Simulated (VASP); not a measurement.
Crystal: C.

```
C
1.0
     2.51802    0.00000    0.00000
    -1.25901    2.18067    0.00000
     0.00000    0.00000    8.30459
C
8
Direct
  0.00000 0.00000 0.09297
  0.00000 0.00000 0.59297
  0.00000 0.00000 0.40703
  0.00000 0.00000 0.90703
  0.33333 0.66667 0.15553
  0.66667 0.33333 0.65553
  0.33333 0.66667 0.34447
  0.66667 0.33333 0.84447
```

Base run:

```yaml
Program: VASP 6.6.1
Functional: PBEsol
Potentials_or_basis: VASP PAW PBE potentials, release 64 (C)
Cutoff: 520 eV
k_mesh: 12 × 12 × 4
Occupations: gaussian, width 0.05 eV
Spin: no spin polarisation
```

Its results: band gap on the k mesh 4.39 eV (least direct gap 5.24 eV); pressure -5.5 GPa; largest force 0.004 eV/Å.

Task: The run is repeated on the same cell with these changes: functional from PBEsol to PBE; further incar settings from ALGO = Normal; EDIFF = 1e-07; NBANDS = 26 to ALGO = Normal; EDIFF = 1e-06; NBANDS = 26. What comes out?

Result: Band gap on the k mesh 4.53 eV (least direct gap 5.29 eV); pressure 0.7 GPa; largest force 0.004 eV/Å.

Caveats: the cell stands under tension (at least some runs); the PAW data sets were made with another functional, which shifts forces and pressure a little (at least some runs).

A k mesh can miss the band edges.
